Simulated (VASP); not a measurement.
Runs of VASP 6.6.1 on Mg. The structure is that of space group Im-3m (No. 229), or close to it. The cells are those of the table. 

```csv
cell,gap on the mesh (eV),pressure (GPa)
"a = 2.898 Å, angles 108.4, 108.4, 111.5°, 1 atom",none,(a)
"a = 3.163 Å, angles 109.6, 109.6, 109.1°, 1 atom",none,-2.6
"a = 2.977 Å, angles 110.6, 110.6, 107.2°, 1 atom",none,4.6
"a = 3.173 Å, angles 108.0, 108.0, 112.4°, 1 atom",none,(b)
"a = 3.124 Å, angles 108.6, 108.6, 111.1°, 1 atom",none,-1.5
```

Alike in all rows: task single point; level PBEsol; potentials or basis VASP PAW PBE potentials, release 64 (Mg); no spin polarisation; k mesh 18 × 18 × 18; cutoff (eV) 520; smearing gaussian 0.15 eV.

**Question.** Estimate the missing entries.

**Answer.** (a) 9.7; (b) -2.7.

Caveats: the PAW data sets were made with another functional, which shifts forces and pressure a little; the cell stands under pressure (at least some runs).

A gap of «none» marks levels without a gap at the run's occupations.
